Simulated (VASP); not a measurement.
**Bi: single point with PBE**

The system is Bi.

```xyz
2
Lattice="2.2925 1.3236 4.0468 -2.2925 1.3236 4.0468 0.0000 -2.6471 4.0468" Properties=species:S:1:pos:R:3 pbc="T T T"
Bi    0.0000    0.0000    2.8373
Bi    0.0000    0.0000    9.3029
```

* Program: VASP 6.6.1
* Task: single point
* Functional: PBE
* Potentials or basis: VASP PAW PBE potentials, release 64 (Bi_d)
* Cutoff: 520 eV
* k mesh: 8 × 8 × 8
* Occupations: methfessel-paxton, width 0.2 eV
* Spin: no spin polarisation

```json
{
  "Pressure": "-0.1 GPa",
  "Largest force": "0.026 eV/Å",
  "Band gap on the k mesh": "zero (band 15 reaches 5.77 eV, above the bottom of band 16 at 5.61 eV)"
}
```

Forces in eV/Å, atoms in the order of the input:
```
Bi   0.000  0.000 -0.026
Bi   0.000  0.000  0.026
```

Levels at points of the mesh, in eV from the Fermi level:
```tsv
k point	band 11	band 12	band 13	band 14	band 15	band 16	band 17	band 18	band 19	band 20
(0.00, 0.00, 0.00)	-12.82	-7.65	-1.48	-1.11	-1.11	2.41	2.85	2.85	5.61	5.84
(0.50, 0.00, 0.00)	-11.02	-10.39	-1.38	-1.14	-0.31	-0.22	0.52	1.07	7.32	8.20
(0.50, 0.50, 0.00)	-11.13	-9.46	-4.44	-2.88	-2.70	2.42	4.68	5.26	6.35	9.01
(0.50, 0.50, 0.50)	-11.72	-9.81	-0.89	-0.54	-0.54	0.73	0.76	0.76	6.83	8.91
```

Wall time 100 s on 1 thread of Intel(R) Xeon(R) Platinum 8488C (Sapphire Rapids), with other jobs on the host, peak memory 0.25 GiB.

Caveat: spin-orbit coupling is left out, which moves the levels of the heavy elements.
